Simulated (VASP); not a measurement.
# Ga4P3N (P3m1) in VASP: further runs

Ga4P3N is run at these levels: PBE, r2SCAN; tasks: single point.

Program: VASP 6.6.1. These are calculated values, not measurements. Logs are shortened: lines on timing, memory, paths and dates and some standing lists are left out, and cuts for length are marked.

### 1 The cell of the first run

It takes space group P3m1 (No. 156, trigonal). The conventional cell has a = 3.696 Å, b = 3.696 Å, c = 12.143 Å, α = 90.00°, β = 90.00°, γ = 120.00°. Within 2.6 Å of N (site symmetry 3m) lie 4 Ga at 1.96 to 2.20 Å. Within 3.0 Å of P (site symmetry 3m) lie 4 Ga at 2.30 to 2.35 Å. P (site symmetry 3m) has 4 Ga at 2.31 to 2.35 Å within 3.1 Å. P (site symmetry 3m) has 4 Ga at 2.30 to 2.36 Å within 3.0 Å. Within 2.6 Å of Ga (site symmetry 3m) lie 1 N at 1.96 Å and 3 P at 2.31 Å. Ga (site symmetry 3m) has 4 P at 2.30 to 2.35 Å within 3.0 Å. Within 3.0 Å of Ga (site symmetry 3m) lie 4 P at 2.30 to 2.35 Å. Ga (site symmetry 3m) has 3 N at 2.20 Å and 1 P at 2.36 Å within 2.9 Å.

### 2 Single point, PBE

INCAR reads:

```
PREC = Accurate ; ENCUT = 520
EDIFF = 1E-6 ; ISMEAR = -1
SIGMA = 0.02 ; LREAL = F
LASPH = T ; NELM = 60
ALGO = Normal ; ISIF = 2
LWAVE = F ; LCHARG = F
GGA = PE ; NBANDS = 46
```

KPOINTS reads:

```
regular mesh
0
Gamma
  12 12 2
```

POSCAR reads:

```
Ga4P3N
1.0
    3.6963030266      0.0000000000      0.0000000000
   -1.8481515133      3.2010923211      0.0000000000
    0.0000000000      0.0000000000     12.1433310832
N P Ga
1 3 4
Direct
    0.6666666667      0.3333333333     -0.0019828818
    0.6666666667      0.3333333333      0.4993524968
    0.3333333333      0.6666666667      0.7638192471
    0.3333333333      0.6666666667      0.2351551130
    0.6666666667      0.3333333333      0.8368383332
    0.6666666667      0.3333333333      0.3055698594
    0.3333333333      0.6666666667      0.5704213131
    0.3333333333      0.6666666667      0.0408265192
```

Potentials or basis: VASP PAW PBE potentials, release 64 (N, P, Ga_d).

Run with:

```console
$ cat potpaw_PBE.64/N/POTCAR potpaw_PBE.64/P/POTCAR potpaw_PBE.64/Ga_d/POTCAR > POTCAR
$ mpirun -np 1 vasp_std > vasp.out
```

OUTCAR:

```text
PREC = Accurate
   ENCUT = 520
   EDIFF = 1E-6
   ISMEAR = -1
   LREAL = F
   LASPH = T
   NELM = 60
   ISIF = 2
   GGA = PE

 ion  position               nearest neighbor table
   1  0.667  0.333  0.998-   5 1.96   8 2.20   8 2.20   8 2.20
   2  0.667  0.333  0.499-   7 2.30   7 2.30   7 2.30   6 2.35
   3  0.333  0.667  0.764-   5 2.31   5 2.31   5 2.31   7 2.35
   4  0.333  0.667  0.235-   6 2.30   6 2.30   6 2.30   8 2.36
   5  0.667  0.333  0.837-   1 1.96   3 2.31   3 2.31   3 2.31
   6  0.667  0.333  0.306-   4 2.30   4 2.30   4 2.30   2 2.35
   7  0.333  0.667  0.570-   2 2.30   2 2.30   2 2.30   3 2.35
   8  0.333  0.667  0.041-   1 2.20   1 2.20   1 2.20   4 2.36

  LATTYP: Found a hexagonal cell.
 ALAT       =     3.6963030266
 C/A-ratio  =     3.2852639504

  Lattice vectors:

 A1 = (   3.6963030266,   0.0000000000,   0.0000000000)
 A2 = (  -1.8481515133,   3.2010923211,   0.0000000000)
 A3 = (   0.0000000000,   0.0000000000,  12.1433310832)

Analysis of symmetry for initial positions (statically):
=====================================================================
 Subroutine PRICEL returns:
 Original cell was already a primitive cell.

 Routine SETGRP: Setting up the symmetry group for a
 hexagonal supercell.

 Subroutine GETGRP returns: Found  6 space group operations
 (whereof  6 operations were pure point group operations)
 out of a pool of 24 trial point group operations.

The static configuration has the point symmetry C_3v.

Analysis of symmetry for dynamics (positions and initial velocities):
=====================================================================
 Subroutine PRICEL returns:
 Original cell was already a primitive cell.

 Routine SETGRP: Setting up the symmetry group for a
 hexagonal supercell.

 Subroutine GETGRP returns: Found  6 space group operations
 (whereof  6 operations were pure point group operations)
 out of a pool of 24 trial point group operations.

The dynamic configuration has the point symmetry C_3v.

 Subroutine INISYM returns: Found  6 space group operations
 (whereof  6 operations are pure point group operations),
 and found     1 'primitive' translations

----------------------------------------------------------------------------------------

                                     Primitive cell

  volume of cell :     143.6824

  direct lattice vectors                    reciprocal lattice vectors
     3.696303027  0.000000000  0.000000000     0.270540590  0.156196682  0.000000000
    -1.848151513  3.201092321  0.000000000     0.000000000  0.312393364  0.000000000
     0.000000000  0.000000000 12.143331083     0.000000000  0.000000000  0.082349727

  length of vectors
     3.696303027  3.696303027 12.143331083     0.312393364  0.312393364  0.082349727

  position of ions in fractional coordinates (direct lattice)
     0.666666667  0.333333333  0.998017118
     0.666666667  0.333333333  0.499352497
     0.333333333  0.666666667  0.763819247
     0.333333333  0.666666667  0.235155113
     0.666666667  0.333333333  0.836838333
     0.666666667  0.333333333  0.305569859
     0.333333333  0.666666667  0.570421313
     0.333333333  0.666666667  0.040826519

  ion indices of the primitive-cell ions
   primitive index   ion index
                 1           1
                 2           2
                 3           3
                 4           4
                 5           5
                 6           6
                 7           7
                 8           8

----------------------------------------------------------------------------------------

 KPOINTS: regular mesh

Automatic generation of k-mesh.
 Grid dimensions read from file:
 generate k-points for:   12   12    2

 Generating k-lattice:

  Cartesian coordinates                     Fractional coordinates (reciprocal lattice)
     0.022545049  0.013016390  0.000000000     0.083333333  0.000000000  0.000000000
     0.000000000  0.026032780  0.000000000     0.000000000  0.083333333  0.000000000
     0.000000000  0.000000000  0.041174864     0.000000000  0.000000000  0.500000000

  Length of vectors
     0.026032780  0.026032780  0.041174864

  Shift w.r.t. Gamma in fractional coordinates (k-lattice)
     0.000000000  0.000000000  0.000000000

 Subroutine IBZKPT returns following result:
 ===========================================

 Found     38 irreducible k-points:

 Following reciprocal coordinates:
            Coordinates               Weight
  0.000000  0.000000  0.000000      1.000000
  0.083333 -0.000000  0.000000      6.000000
  0.166667  0.000000  0.000000      6.000000
  0.250000 -0.000000  0.000000      6.000000
  0.333333  0.000000  0.000000      6.000000
  0.416667  0.000000  0.000000      6.000000
[... 16 lines left out ...]
  0.250000 -0.000000  0.500000      6.000000
  0.333333  0.000000  0.500000      6.000000
 [... further k-points ...]
[... 40 lines left out ...]
  Fermi-wavevector in a.u.,A,eV,Ry     =   1.300323  2.457254 23.005261  1.690839
  Thomas-Fermi vector in A             =   2.431529
   LORBIT       =      0    0 simple, 1 ext, 2 COOP (PROOUT), +10 PAW based schemes
   GGA     = PE    functional components
   LHFCALC =     F    Hartree Fock is set to
   AEXX    =    0.0000 exact exchange contribution
   IVDW    =     0    specifies the selected vdW correction
   LEPSILON=     F    determine dielectric tensor
   LRPA    =     F    only Hartree local field effects (RPA)
 non-spin polarized calculation
  energy-cutoff  :      520.00
  volume of cell :      143.68
 maximum number of plane-waves:      3892
 NGX is ok and might be reduce to    28
   NGX = 13   NGY = 13   NGZ = 45

 number of electron      71.9999990 magnetization

 Free energy of the ion-electron system (eV)
  ---------------------------------------------------
  ext. energy  EPLUGINS =         0.00000000
  ---------------------------------------------------
  free energy    TOTEN  =       -38.06701104 eV

  energy without entropy =      -38.06593618  energy(sigma->0) =      -38.06647361

 E-fermi :   5.1646     XC(G=0): -10.1688

 val. band max:        5.1197834650   @ k =   0.0833  -0.0000   0.0000
 cond. band min:       5.1677770034   @ k =   0.0833  -0.0000   0.0000
 fundamental gap:      0.0479935384
 Fermi energy:         5.1645521809

 k-point     1 :       0.0000    0.0000    0.0000
  band No.  band energies     occupation
      1     -10.3631      2.00000
      2      -9.8358      2.00000
      3      -9.8358      2.00000
      4      -9.7864      2.00000
      5      -9.7864      2.00000
      6      -9.7713      2.00000
[... 38 lines left out ...]
     45       9.9411      0.00000
     46      10.3549      0.00000

 k-point     2 :       0.0833   -0.0000    0.0000
  band No.  band energies     occupation
      1     -10.3621      2.00000
      2      -9.8594      2.00000
      3      -9.8332      2.00000
      4      -9.7880      2.00000
      5      -9.7853      2.00000
      6      -9.7356      2.00000
[... 38 lines left out ...]
     45      10.0587      0.00000
     46      10.2074      0.00000

 k-point     3 :       0.1667    0.0000    0.0000
  band No.  band energies     occupation
      1     -10.3612      2.00000
      2      -9.8866      2.00000
      3      -9.8272      2.00000
      4      -9.7925      2.00000
      5      -9.7811      2.00000
      6      -9.7097      2.00000
[... 38 lines left out ...]
     45      10.3720      0.00000
     46      10.8409      0.00000

 k-point     4 :       0.2500   -0.0000    0.0000
  band No.  band energies     occupation
      1     -10.3642      2.00000
      2      -9.9026      2.00000
      3      -9.8218      2.00000
      4      -9.7986      2.00000
      5      -9.7725      2.00000
      6      -9.7258      2.00000
[... 920 lines left out ...]
     45      10.5917      0.00000
     46      10.6232      0.00000

 k-point    23 :       0.2500   -0.0000    0.5000
  band No.  band energies     occupation
      1     -10.3642      2.00000
      2      -9.9026      2.00000
      3      -9.8218      2.00000
      4      -9.7986      2.00000
      5      -9.7725      2.00000
      6      -9.7264      2.00000
[... 38 lines left out ...]
     45      10.7911      0.00000
     46      11.1410      0.00000

 k-point    24 :       0.3333    0.0000    0.5000
  band No.  band energies     occupation
      1     -10.3707      2.00000
      2      -9.9105      2.00000
      3      -9.8192      2.00000
      4      -9.8047      2.00000
      5      -9.7610      2.00000
      6      -9.7432      2.00000
[... 38 lines left out ...]
     45      10.4688      0.00000
     46      11.3747      0.00000

 [... further k-points ...]
[... 5 lines left out ...]
  --------------------------------------------------------------------------------------
  -------------------------------------------------------------------------------------
  Total        2.6005509      2.6005509      2.8082679      0.0000000      0.0000000      0.0000000
  in kB       28.9982870     28.9982870     31.3145023      0.0000000      0.0000000      0.0000000
  external PRESSURE =      29.7703588 kB  Pullay stress =       0.0000000 kB

 VOLUME and BASIS-vectors are now :
 -----------------------------------------------------------------------------
  energy-cutoff  :      520.00
  volume of cell :      143.68
      direct lattice vectors                 reciprocal lattice vectors
     3.696303027  0.000000000  0.000000000     0.270540590  0.156196682  0.000000000
    -1.848151513  3.201092321  0.000000000     0.000000000  0.312393364  0.000000000
     0.000000000  0.000000000 12.143331083     0.000000000  0.000000000  0.082349727

 POSITION                                       TOTAL-FORCE (eV/Angst)
 -----------------------------------------------------------------------------------
      1.84815      1.06703     12.11925        -0.000000     -0.000000      0.145200
      1.84815      1.06703      6.06380         0.000000      0.000000     -0.044307
     -0.00000      2.13406      9.27531        -0.000000      0.000000     -0.078164
     -0.00000      2.13406      2.85557         0.000000      0.000000      0.003227
      1.84815      1.06703     10.16200        -0.000000     -0.000000     -0.036782
      1.84815      1.06703      3.71064        -0.000000      0.000000      0.029997
     -0.00000      2.13406      6.92681         0.000000      0.000000      0.059382
     -0.00000      2.13406      0.49577        -0.000000      0.000000     -0.078553
 -----------------------------------------------------------------------------------
    total drift:                                0.000001     -0.000001      0.000593

  FREE ENERGIE OF THE ION-ELECTRON SYSTEM (eV)
  ---------------------------------------------------
  free  energy   TOTEN  =       -38.0670110411 eV

  energy  without entropy=      -38.0659361833  energy(sigma->0) =      -38.06647361
```

Run time: 2.1 min. Hardware: 1 thread of AMD EPYC 9R45 (Zen 5), shared host; peak memory 0.33 GiB.

Results:

- Free energy: -38.0670 eV
- Pressure: 3.0 GPa
- Largest force: 0.145 eV/Å
- Band gap on the k mesh: zero (bands 36 and 37 overlap by 0.07 eV)

Forces in eV/Å, atoms in the order of the input:
```
N    0.000  0.000  0.145
P    0.000  0.000 -0.044
P    0.000  0.000 -0.078
P    0.000  0.000  0.003
Ga   0.000  0.000 -0.037
Ga   0.000  0.000  0.030
Ga   0.000  0.000  0.059
Ga   0.000  0.000 -0.079
```

Stress tensor (GPa, compression positive):
```
2.90 0.00 0.00
0.00 2.90 0.00
0.00 0.00 3.13
```

Caveat: semilocal functionals underestimate gaps, and a narrow one can read as zero.

### 3 Single point, PBE

This run uses another cell than the first one, of 18.55 Å³/atom.

INCAR reads:

```
SYSTEM = Ga4P3N
PREC = Accurate ; ENCUT = 520
EDIFF = 1E-6 ; ISMEAR = -1
SIGMA = 0.02 ; LREAL = .FALSE.
LASPH = .TRUE. ; NELM = 80
ALGO = Normal ; ISIF = 2
LWAVE = .FALSE. ; LCHARG = .FALSE.
GGA = PE ; NBANDS = 46
```

KPOINTS reads:

```
Automatic mesh
0
G
  12 12 2
  0 0 0
```

POSCAR reads:

```
Ga4P3N
1.0
    3.7366439523      0.0000000000      0.0000000000
   -1.8683219762      3.2360285876      0.0000000000
    0.0000000000      0.0000000000     12.2699561773
N P Ga
1 3 4
Direct
    0.6666666667      0.3333333333     -0.0020545435
    0.6666666667      0.3333333333      0.4994331935
    0.3333333333      0.6666666667      0.7637809919
    0.3333333333      0.6666666667      0.2354026815
    0.6666666667      0.3333333333      0.8369518306
    0.6666666667      0.3333333333      0.3055023304
    0.3333333333      0.6666666667      0.5705065072
    0.3333333333      0.6666666667      0.0404770084
```

Potentials or basis: VASP PAW PBE potentials, release 64 (N, P, Ga_d).

Run with:

```console
$ cat potpaw_PBE.64/N/POTCAR potpaw_PBE.64/P/POTCAR potpaw_PBE.64/Ga_d/POTCAR > POTCAR
$ mpirun -np 1 vasp_std > vasp.out
```

Wall time 2.1 min (1 thread of AMD EPYC 9R45 (Zen 5), shared host); peak memory 0.34 GiB.

Results (log left out):

```
Free energy            : -38.1103 eV
Pressure               : 0.0 GPa
Largest force          : 0.017 eV/Å
Band gap on the k mesh : zero (bands 36 and 37 overlap by 0.10 eV)
```

Forces on the atoms (eV/Å):
```
N    0.000  0.000 -0.003
P    0.000  0.000  0.007
P    0.000  0.000  0.002
P    0.000  0.000  0.007
Ga   0.000  0.000 -0.017
Ga   0.000  0.000 -0.008
Ga   0.000  0.000 -0.006
Ga   0.000  0.000  0.017
```

Levels at points of the mesh, in eV from the Fermi level:
```
           k point  band 34  band 35  band 36  band 37  band 38  band 39
(0.00, 0.00, 0.00)    -0.39    -0.39     0.09     0.09     2.27     2.80
(0.50, 0.00, 0.00)    -2.18    -1.90    -1.18     1.37     1.78     1.90
(0.00, 0.00, 0.50)    -0.28     0.03     0.03     0.27     2.28     2.78
(0.50, 0.00, 0.50)    -2.00    -1.64    -1.34     1.16     1.88     1.98
```

Caveat: semilocal functionals underestimate gaps, and a narrow one can read as zero.

### 4 Single point, r2SCAN

POSCAR reads:

```
Ga4P3N
1.0
    3.6963030266      0.0000000000      0.0000000000
   -1.8481515133      3.2010923211      0.0000000000
    0.0000000000      0.0000000000     12.1433310832
N P Ga
1 3 4
Direct
    0.6666666667      0.3333333333     -0.0019828818
    0.6666666667      0.3333333333      0.4993524968
    0.3333333333      0.6666666667      0.7638192471
    0.3333333333      0.6666666667      0.2351551130
    0.6666666667      0.3333333333      0.8368383332
    0.6666666667      0.3333333333      0.3055698594
    0.3333333333      0.6666666667      0.5704213131
    0.3333333333      0.6666666667      0.0408265192
```

INCAR.step1 reads:

```
SYSTEM = Ga4P3N
PREC     = Accurate       ! precision mode
ENCUT    = 520            ! plane-wave cutoff, eV
ISMEAR   = -1             ! smearing method
SIGMA    = 0.02           ! smearing width, eV
LREAL    = .False.        ! projectors in reciprocal space
LASPH    = .True.         ! aspherical terms in the spheres
NELM     = 60             ! most SCF steps
NBANDS   = 46             ! bands
GGA      = PE             ! functional
ALGO     = Normal         ! electronic algorithm
EDIFF    = 1E-4           ! SCF threshold, eV
LWAVE    = .True.         ! write WAVECAR
LCHARG   = .False.        ! write CHGCAR
```

INCAR.step2 reads:

```
SYSTEM = Ga4P3N
PREC     = Accurate       ! precision mode
ENCUT    = 520            ! plane-wave cutoff, eV
EDIFF    = 1E-6           ! SCF threshold, eV
ISMEAR   = -1             ! smearing method
SIGMA    = 0.02           ! smearing width, eV
LREAL    = .False.        ! projectors in reciprocal space
LASPH    = .True.         ! aspherical terms in the spheres
NELM     = 60             ! most SCF steps
ALGO     = Normal         ! electronic algorithm
ISIF     = 2              ! what is computed and relaxed
LWAVE    = .False.        ! write WAVECAR
LCHARG   = .False.        ! write CHGCAR
METAGGA  = R2SCAN         ! meta-GGA
LMIXTAU  = .True.       
NBANDS   = 46             ! bands
ISTART   = 1
```

KPOINTS reads:

```
Automatic mesh
0
Gamma
  12 12 2
  0 0 0
```

Run with:

```console
$ cat potpaw_PBE.64/N/POTCAR potpaw_PBE.64/P/POTCAR potpaw_PBE.64/Ga_d/POTCAR > POTCAR
$ cp INCAR.step1 INCAR
$ mpirun -np 1 vasp_std > vasp.out
$ cp INCAR.step2 INCAR
$ mpirun -np 1 vasp_std > vasp.out
```

Run time: 8.5 min. Hardware: 1 thread of AMD EPYC 9R45 (Zen 5), shared host; peak memory 0.37 GiB.

The run converged. Its results:

- Free energy: -84.6904 eV
- Pressure: 0.0 GPa
- Largest force: 0.053 eV/Å
- Band gap on the k mesh: zero (filled and empty bands touch)

Forces on the atoms (eV/Å):
```
N    0.000  0.000  0.048
P    0.000  0.000  0.004
P    0.000  0.000 -0.002
P    0.000  0.000  0.001
Ga   0.000  0.000 -0.053
Ga   0.000  0.000 -0.011
Ga   0.000  0.000 -0.002
Ga   0.000  0.000  0.014
```

Stress tensor (GPa, compression positive):
```
0.02 0.00 0.00
0.00 0.02 0.00
0.00 0.00 0.10
```

Levels at points of the mesh, in eV from the Fermi level:
```
           k point  band 32  band 33  band 34  band 35  band 36  band 37  band 38  band 39  band 40  band 41
(0.00, 0.00, 0.00)    -0.88    -0.52    -0.52    -0.37     0.00     0.00     2.72     3.22     3.54     4.33
(0.50, 0.00, 0.00)    -2.79    -2.58    -2.48    -2.17    -1.39     1.50     1.97     2.14     2.93     3.43
(0.00, 0.00, 0.50)    -0.97    -0.41    -0.41    -0.07    -0.07     0.41     2.70     3.29     3.63     3.91
(0.50, 0.00, 0.50)    -2.72    -2.61    -2.29    -1.89    -1.56     1.30     2.11     2.15     2.44     3.96
```

Caveat: semilocal functionals underestimate gaps, and a narrow one can read as zero; the PAW data sets were made with another functional, which shifts forces and pressure a little.

### 5 Overview

| level | cell | gap on the mesh (eV) | pressure (GPa) | largest force (eV/Å) |
| --- | --- | --- | --- | --- |
| PBE | a = 3.696, b = 3.696, c = 12.143 Å, angles 90.0, 90.0, 120.0°, 8 atoms, atomic positions A | none | 3.0 | 0.15 |
| PBE | a = 3.737, b = 3.737, c = 12.270 Å, angles 90.0, 90.0, 120.0°, 8 atoms, atomic positions B | none | 0.0 | 0.02 |
| r2SCAN | a = 3.696, b = 3.696, c = 12.143 Å, angles 90.0, 90.0, 120.0°, 8 atoms, atomic positions A | none | 0.0 | 0.05 |

Alike in all rows: task single point; potentials or basis VASP PAW PBE potentials, release 64 (N, P, Ga_d); no spin polarisation; k mesh 12 × 12 × 2; cutoff (eV) 520; smearing fermi-dirac 0.02 eV.

Caveats: semilocal functionals underestimate gaps, and a narrow one can read as zero; the PAW data sets were made with another functional, which shifts forces and pressure a little (at least some runs).

Total energies depend on the potentials used, so only differences within one code and one set of settings carry meaning.

The gap in the log of VASP goes by the Fermi energy; the results here count the filled bands.